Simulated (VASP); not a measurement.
Input of a VASP 6.6.1 run:

The input INCAR:

```
SYSTEM = NaF
PREC = Accurate ; ENCUT = 520
EDIFF = 1E-6 ; ISMEAR = 0
SIGMA = 0.02 ; LREAL = .False.
LASPH = .True. ; NELM = 100
ALGO = Normal ; ISIF = 2
LWAVE = .False. ; LCHARG = .True.
GGA = PS ; LELF = .True.
LVHAR = .True. ; NBANDS = 14
```

The input KPOINTS:

```
Automatic mesh
0
Gamma
  8 8 8
  0 0 0
```

File POSCAR:

```
NaF
1.0
    0.0000000000      2.3380241758      2.3380241758
    2.3380241758      0.0000000000      2.3380241758
    2.3380241758      2.3380241758      0.0000000000
Na F
1 1
Direct
    0.0000000000      0.0000000000      0.0000000000
    0.5000000000      0.5000000000      0.5000000000
```

Potentials or basis: VASP PAW PBE potentials, release 64 (Na_pv, F).

The run is started by

```sh
$ cat potpaw_PBE.64/Na_pv/POTCAR potpaw_PBE.64/F/POTCAR > POTCAR
$ mpirun -np 1 vasp_std > vasp.out
```

Task: Estimate the band gap on the k mesh.

Result: 6.02 eV, direct.

Task: Predict the pressure.

Result: -1.5 GPa.

Caveat: the PAW data sets were made with another functional, which shifts forces and pressure a little.
